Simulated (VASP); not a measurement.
# CO2 (Pa-3) in VASP: relaxation of cell and atoms with PBE+D3(BJ)

Aim: the relaxation of cell and atoms of CO2 with PBE+D3(BJ).

Everything below comes from runs of VASP 6.6.1. Logs are shortened: lines on timing, memory, paths and dates and some standing lists are left out, and cuts for length are marked.

**1. The cell of the first run**

It takes space group Pa-3 (No. 205, cubic). Conventional cell: a = 5.711 Å, b = 5.711 Å, c = 5.711 Å, α = 90.00°, β = 90.00°, γ = 90.00°. Within 1.6 Å of C (site symmetry -3) lie 2 O at 1.17 Å. Within 1.6 Å of O (site symmetry 3) lie 1 C at 1.17 Å.

**2. Relaxation of cell and atoms, PBE+D3(BJ)**

INCAR reads:

```
ALGO = Normal
EDIFF = 1E-6
EDIFFG = -0.002
ENCUT = 600
GGA = PE
IBRION = 2
ISIF = 3
ISMEAR = 0
IVDW = 12
LASPH = True
LCHARG = False
LREAL = False
LWAVE = False
NELM = 100
NSW = 100
PREC = Accurate
SIGMA = 0.02
```

KPOINTS reads:

```
k-points
0
Gamma
  4 4 4
```

POSCAR reads:

```
CO2
1.0
    5.7111048815      0.0000000000      0.0000000000
    0.0000000000      5.7111048815      0.0000000000
    0.0000000000      0.0000000000      5.7111048815
C O
4 8
Direct
    0.0000000000      0.0000000000      0.0000000000
    0.5000000000      0.0000000000      0.5000000000
    0.5000000000      0.5000000000      0.0000000000
    0.0000000000      0.5000000000      0.5000000000
    0.1182393802      0.1182393802      0.1182393802
    0.3817606198      0.8817606198      0.6182393802
    0.6182393802      0.3817606198      0.8817606198
    0.8817606198      0.6182393802      0.3817606198
    0.8817606198      0.8817606198      0.8817606198
    0.6182393802      0.1182393802      0.3817606198
    0.3817606198      0.6182393802      0.1182393802
    0.1182393802      0.3817606198      0.6182393802
```

Potentials or basis: VASP PAW PBE potentials, release 64 (C, O).

Launch:

```
$ cat potpaw_PBE.64/C/POTCAR potpaw_PBE.64/O/POTCAR > POTCAR
$ mpirun -np 1 vasp_std > vasp.out
```

OUTCAR:

```text
EDIFF = 1E-6
   EDIFFG = -0.002
   ENCUT = 600
   GGA = PE
   IBRION = 2
   ISIF = 3
   ISMEAR = 0
   IVDW = 12
   LASPH = True
   LREAL = False
   NELM = 100
   NSW = 100
   PREC = Accurate
 IVDW          = 12

 ion  position               nearest neighbor table
   1  0.000  0.000  0.000-   5 1.17   9 1.17
   2  0.500  0.000  0.500-   6 1.17  10 1.17
   3  0.500  0.500  0.000-   7 1.17  11 1.17
   4  0.000  0.500  0.500-   8 1.17  12 1.17
   5  0.118  0.118  0.118-   1 1.17
   6  0.382  0.882  0.618-   2 1.17
   7  0.618  0.382  0.882-   3 1.17
   8  0.882  0.618  0.382-   4 1.17
   9  0.882  0.882  0.882-   1 1.17
  10  0.618  0.118  0.382-   2 1.17
  11  0.382  0.618  0.118-   3 1.17
  12  0.118  0.382  0.618-   4 1.17

  LATTYP: Found a simple cubic cell.
 ALAT       =     5.7111048815

  Lattice vectors:

 A1 = (   5.7111048815,   0.0000000000,   0.0000000000)
 A2 = (   0.0000000000,   5.7111048815,   0.0000000000)
 A3 = (   0.0000000000,   0.0000000000,   5.7111048815)

Analysis of symmetry for initial positions (statically):
=====================================================================
 Subroutine PRICEL returns:
 Original cell was already a primitive cell.

 Routine SETGRP: Setting up the symmetry group for a
 simple cubic supercell.

 Subroutine GETGRP returns: Found 24 space group operations
 (whereof  6 operations were pure point group operations)
 out of a pool of 48 trial point group operations.

The static configuration has the point symmetry S_6 .
 The point group associated with its full space group is T_h .

Analysis of symmetry for dynamics (positions and initial velocities):
=====================================================================
 Subroutine PRICEL returns:
 Original cell was already a primitive cell.

 Routine SETGRP: Setting up the symmetry group for a
 simple cubic supercell.

 Subroutine GETGRP returns: Found 24 space group operations
 (whereof  6 operations were pure point group operations)
 out of a pool of 48 trial point group operations.

The dynamic configuration has the point symmetry S_6 .
 The point group associated with its full space group is T_h .

 Subroutine INISYM returns: Found 24 space group operations
 (whereof  6 operations are pure point group operations),
 and found     1 'primitive' translations

----------------------------------------------------------------------------------------

                                     Primitive cell

  volume of cell :     186.2775

  direct lattice vectors                    reciprocal lattice vectors
[... 86 lines left out ...]
   ICHARG =      2    charge: 1-file 2-atom 10-const
   ISPIN  =      1    spin polarized calculation?
   LNONCOLLINEAR =      F non collinear calculations
   LSORBIT =      F    spin-orbit coupling
   LASPH  =      T    aspherical Exc in radial PAW
   ENCUT  =  600.0 eV  44.10 Ry    6.64 a.u.  11.41 11.41 11.41*2*pi/ulx,y,z
   NELM   =    100;   NELMIN=  2; NELMDL= -5     # of ELM steps
   EDIFF  = 0.1E-05   stopping-criterion for ELM
   LREAL  =      F    real-space projection
   EDIFFG = -.2E-02   stopping-criterion for IOM
   NSW    =    100    number of steps for IOM
   IBRION =      2    ionic relax: 0-MD 1-quasi-New 2-CG
   NFREE  =      1    steps in history (QN), initial steepest desc. (CG)
   ISIF   =      3    stress and relaxation
   ISYM   =      2    0-nonsym 1-usesym 2-fastsym
   POTIM  = 0.5000    time-step for ionic-motion
   TEBEG  =    0.0;   TEEND  =   0.0 temperature during run
   PSTRESS=    0.0 pullay stress
   NELECT =      64.0000    total number of electrons
   NUPDOWN=      -1.0000    fix difference up-down
   EMIN   =  10.00;   EMAX   =-10.00  energy-range for DOS
   EFERMI =   0.00;   METHOD = LEGACY
   ISMEAR =     0;   SIGMA  =   0.02  broadening in eV -4-tet -1-fermi 0-gaus
   EFERMI_NEDOS =   21; number of points for ismear=-14 and -15
   IALGO  =     38    algorithm
   IMIX   =      4    mixing-type and parameters
     AMIX     =   0.40;   BMIX     =  1.00
     AMIX_MAG =   1.60;   BMIX_MAG =  1.00
  volume/ion in A,a.u.               =      15.52       104.76
  Fermi-wavevector in a.u.,A,eV,Ry     =   1.146607  2.166774 17.887691  1.314708
  Thomas-Fermi vector in A             =   2.283291
   LORBIT       =      0    0 simple, 1 ext, 2 COOP (PROOUT), +10 PAW based schemes
   GGA     = PE    functional components
   LHFCALC =     F    Hartree Fock is set to
   AEXX    =    0.0000 exact exchange contribution
   IVDW    =    12    specifies the selected vdW correction
   LEPSILON=     F    determine dielectric tensor
   LRPA    =     F    only Hartree local field effects (RPA)
 conjugate gradient relaxation of ions
 non-spin polarized calculation
 Gauss-broadening in eV      SIGMA  =   0.02
  energy-cutoff  :      600.00
  volume of cell :      186.28
 maximum number of plane-waves:      6239
 NGX is ok and might be reduce to    48
   NGX = 23   NGY = 23   NGZ = 23

--------------------------------------- Ionic step        1  -------------------------------------------

 number of electron      63.9999983 magnetization

 Free energy of the ion-electron system (eV)
  ---------------------------------------------------
  ext. energy  EPLUGINS =         0.00000000
  ---------------------------------------------------
  free energy    TOTEN  =       -92.23147518 eV

  energy without entropy =      -92.23147518  energy(sigma->0) =      -92.23147518

------------------------ aborting loop because EDIFF is reached ----------------------------------------

 Edisp (eV)   -0.78910

 E8    (eV) :    -0.2007
[... 135 lines left out ...]
  FREE ENERGIE OF THE ION-ELECTRON SYSTEM (eV)
  ---------------------------------------------------
  free  energy   TOTEN  =       -93.0302389645 eV

  energy  without entropy=      -93.0302389645  energy(sigma->0) =      -93.03023896

[... ionic steps 4 to 8 ...]

--------------------------------------- Ionic step        9  -------------------------------------------

 number of electron      63.9999970 magnetization

------------------------ aborting loop because EDIFF is reached ----------------------------------------
[... 95 lines left out ...]
--------------------------------------- Ionic step       11  -------------------------------------------

 number of electron      63.9999970 magnetization

 Free energy of the ion-electron system (eV)
  ---------------------------------------------------
  ext. energy  EPLUGINS =         0.00000000
  ---------------------------------------------------
  free energy    TOTEN  =       -92.20162398 eV

  energy without entropy =      -92.20162398  energy(sigma->0) =      -92.20162398

 E-fermi :  -3.4961     XC(G=0):  -7.8674

 val. band max:       -3.6369220244   @ k =   0.0000   0.0000   0.0000
 cond. band min:       3.0832101153   @ k =   0.0000   0.0000   0.0000
 fundamental gap:      6.7201321397
 Fermi energy:        -3.4960851352

 k-point     1 :       0.0000    0.0000    0.0000
  band No.  band energies     occupation
      1     -24.1717      2.00000
      2     -23.9608      2.00000
      3     -23.9608      2.00000
      4     -23.9608      2.00000
      5     -23.0315      2.00000
      6     -23.0315      2.00000
[... 494 lines left out ...]
  FREE ENERGIE OF THE ION-ELECTRON SYSTEM (eV)
  ---------------------------------------------------
  free  energy   TOTEN  =       -93.0420547421 eV

  energy  without entropy=      -93.0420547421  energy(sigma->0) =      -93.04205474

 reached required accuracy - stopping structural energy minimisation
```

OSZICAR:

```text
N       E                     dE             d eps       ncg     rms          rms(c)
DAV:   1     0.476528358016E+03    0.47653E+03   -0.36304E+04   858   0.166E+03
DAV:   2    -0.621297640528E+02   -0.53866E+03   -0.52782E+03  1123   0.362E+02
DAV:   3    -0.979814438168E+02   -0.35852E+02   -0.35698E+02  1005   0.101E+02
[... 99 lines left out ...]
DAV:   2    -0.922022803741E+02   -0.12148E-02   -0.37762E-02   984   0.113E+00    0.182E-01
DAV:   3    -0.922016868262E+02    0.59355E-03   -0.82290E-04  1031   0.204E-01    0.102E-01
DAV:   4    -0.922016291382E+02    0.57688E-04   -0.65484E-04   970   0.145E-01    0.438E-02
DAV:   5    -0.922016239376E+02    0.52006E-05   -0.98381E-05   998   0.555E-02    0.162E-02
DAV:   6    -0.922016239750E+02   -0.37440E-07   -0.88171E-06   951   0.209E-02
  11 F= -.93042055E+02 E0= -.93042055E+02  d E =-.270196E-04
```

Wall time 14 min (1 thread of Intel Xeon Platinum 8259CL at 2.50GHz (Skylake/Cascade Lake), shared host); peak memory 0.37 GiB.

What came out:

| Property | Result |
| --- | --- |
| Free energy | -93.0421 eV |
| Relaxed volume | 14.75 Å³/atom |
| Relaxed cell | a = 5.615 Å, b = 5.615 Å, c = 5.615 Å, α = 90.00°, β = 90.00°, γ = 90.00° |
| Space group after relaxing (to 0.1 Å) | Pa-3 (No. 205) |
| Energy gained by relaxing | 1.8 meV/atom |
| Ionic steps | 11 |
| Pressure after relaxing | 0.0 GPa |
| Band gap on the k mesh | 6.72 eV |
| Dispersion energy per atom | -0.070 eV |

The path:
```csv
step,energy change (eV),largest force (eV/Å),pressure (GPa),volume (Å³)
1,0.0000,0.5294,1.05,186.28
2,0.2632,2.4680,-6.99,189.03
3,-0.0097,0.0152,-0.32,186.70
4,-0.0097,0.0251,-0.30,186.69
5,-0.0110,0.0231,-0.28,186.07
6,-0.0147,0.0195,-0.24,184.22
7,-0.0197,0.0157,-0.12,180.55
8,-0.0194,0.0261,0.25,173.36
9,-0.0215,0.0264,0.07,177.02
10,-0.0105,0.5281,-1.46,177.00
11,-0.0215,0.0009,-0.01,177.02
```

Final structure:
```xyz
12
Lattice="5.6149 0.0000 0.0000 0.0000 5.6149 0.0000 0.0000 0.0000 5.6149" Properties=species:S:1:pos:R:3 pbc="T T T"
C     0.0000    0.0000    0.0000
C     2.8075    0.0000    2.8075
C     2.8075    2.8075    0.0000
C     0.0000    2.8075    2.8075
O     0.6779    0.6779    0.6779
O     2.1295    4.9370    3.4854
O     3.4854    2.1295    4.9370
O     4.9370    3.4854    2.1295
O     4.9370    4.9370    4.9370
O     3.4854    0.6779    2.1295
O     2.1295    3.4854    0.6779
O     0.6779    2.1295    3.4854
```

A k mesh can miss the band edges.
